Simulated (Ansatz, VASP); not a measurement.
## One calculation of AlFe, two programs

File INCAR:

```
SYSTEM = AlFe
  ALGO = Fast
  EDIFF = 1E-6
  ENCUT = 520
  GGA = PS
  ISIF = 2
  ISMEAR = 0
  ISPIN = 2
  LASPH = .TRUE.
  LCHARG = .FALSE.
  LMAXMIX = 4
  LORBIT = 11
  LREAL = .FALSE.
  LWAVE = .FALSE.
  MAGMOM = 0 4
  NBANDS = 16
  NELM = 150
  PREC = Accurate
  SIGMA = 0.1
```

Contents of KPOINTS:

```
k-points
0
G
  6 6 6
  0 0 0
```

Contents of POSCAR:

```
AlFe
1.0
    2.8706847787      0.0000000000      0.0000000000
    0.0000000000      2.8706847787      0.0000000000
    0.0000000000      0.0000000000      2.8706847787
Al Fe
1 1
Direct
    0.0000000000      0.0000000000      0.0000000000
    0.5000000000      0.5000000000      0.5000000000
```

Input for Ansatz:

```yaml
crystal:
  lattice:
    - [2.8706847787, 0.0, 0.0]
    - [0.0, 2.8706847787, 0.0]
    - [0.0, 0.0, 2.8706847787]
  atoms:
    - { symbol: Al, position: [0.0, 0.0, 0.0] }
    - { symbol: Fe, position: [0.5, 0.5, 0.5], spin: 4.0 }
basis:
  ecutwfc: 420
kpoints:
  mp_grid: { grid: [6, 6, 6] }
hamiltonian:
  xc: pbesol
scf:
  occupations: { method: gaussian, width: 0.1 }
  lower_state_search: "off"
output:
  forces: true
  stress: true
  eigenvalues: true
  populations: true
magnetization:
  spin_polarized: true
```

Alike in both runs: task single point; functional PBEsol; k mesh 6 × 6 × 6; occupations gaussian, width 0.1 eV; collinear spin.

|  | VASP | Ansatz |
| --- | --- | --- |
| version | VASP 6.6.1 | Ansatz 0.2.0 |
| potentials or method | VASP PAW PBE potentials, release 64 (Al, Fe), cutoff 520 eV | scalar-relativistic, plane waves, PAW |
| valence electrons in the cell | 11 | 19 |

```tsv
	VASP	Ansatz	Ansatz less VASP
gap on the k mesh at the Fermi level (eV)	none	none	-
pressure (GPa)	-4.6	-4.8	-0.18
net moment per atom (μB)	0.35	0.36	+0.004
```

VASP's potentials were made for PBE, not for PBEsol. A gap of «none» marks a metal or a gap that the smearing closes. The functional is the same, so the differences come from potentials, cutoffs and numerics. VASP's potentials hold 11 valence electrons a cell and Ansatz's 19, so a difference there can come from the potentials and not from the codes.

The k mesh is coarse, so the values compare programs but aren't converged.
